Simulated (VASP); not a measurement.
A run of VASP 6.6.1:

The input INCAR:

```
SYSTEM = SnSe
PREC = Accurate
ENCUT = 600
EDIFF = 1E-6
ISMEAR = 0
SIGMA = 0.02
LREAL = .False.
LASPH = .True.
NELM = 60
ALGO = Normal
ISIF = 3
LWAVE = .False.
LCHARG = .False.
GGA = PE
IBRION = 2
NSW = 70
EDIFFG = -0.008
PSTRESS = 200.0
```

Contents of KPOINTS:

```
Automatic mesh
0
Gamma
  12 12 12
  0 0 0
```

File POSCAR:

```
SnSe
1.0
    0.0000000000      2.8072763739      2.8072763739
    2.8072763739      0.0000000000      2.8072763739
    2.8072763739      2.8072763739      0.0000000000
Sn Se
1 1
Direct
    0.0000000000      0.0000000000      0.0000000000
    0.5000000000      0.5000000000      0.5000000000
```

Potentials or basis: VASP PAW PBE potentials, release 64 (Sn_d, Se).

Launch:

```bash
$ cat potpaw_PBE.64/Sn_d/POTCAR potpaw_PBE.64/Se/POTCAR > POTCAR
$ mpirun -np 1 vasp_std > vasp.out
```

Hardware: 1 thread of Intel Xeon 8259CL (shared host).

Task: Estimate the wall time of this run.

Result: It took 2.1 min on 1 thread of Intel Xeon 8259CL, with other jobs on the host, peak memory 0.23 GiB. Counts: scf iterations 27, k points 72, ion steps 3.
